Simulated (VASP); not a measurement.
Ir, 3 atoms in the cell. Symmetry: P6/mmm, No. 191, hexagonal system. The conventional cell has a = 4.139 Å, b = 4.139 Å, c = 2.531 Å, α = 90.00°, β = 90.00°, γ = 120.00°. Within 3.3 Å of Ir (site symmetry 6/mmm) lie 14 Ir at 2.53 to 2.70 Å. Ir (site symmetry -6m2) has 11 Ir at 2.39 to 2.70 Å within 3.2 Å. This isn't the form of Ir at room conditions, which is fcc.

- Program: VASP 6.6.1
- Task: single point
- Functional: LDA
- Potentials or basis: VASP PAW LDA potentials, release 64 (Ir)
- Cutoff: 520 eV
- k mesh: 9 × 9 × 12
- Occupations: fermi-dirac, width 0.08 eV
- Spin: no spin polarisation
- Dipole correction: no
- Further INCAR settings: ALGO = Normal; EDIFF = 1e-06; NBANDS = 20

Potentials or basis: VASP PAW LDA potentials, release 64 (Ir).

Command:

```sh
$ cat potpaw_LDA.64/Ir/POTCAR > POTCAR
$ mpirun -np 1 vasp_std > vasp.out
```

Hardware: 1 thread of Intel Xeon 8259CL (shared host).

Question: Estimate the wall time of this run.

Answer: Run time: 54 s on 1 thread of Intel Xeon 8259CL, with other jobs on the host, peak memory 0.18 GiB. Counts: scf iterations 12, k points 84.
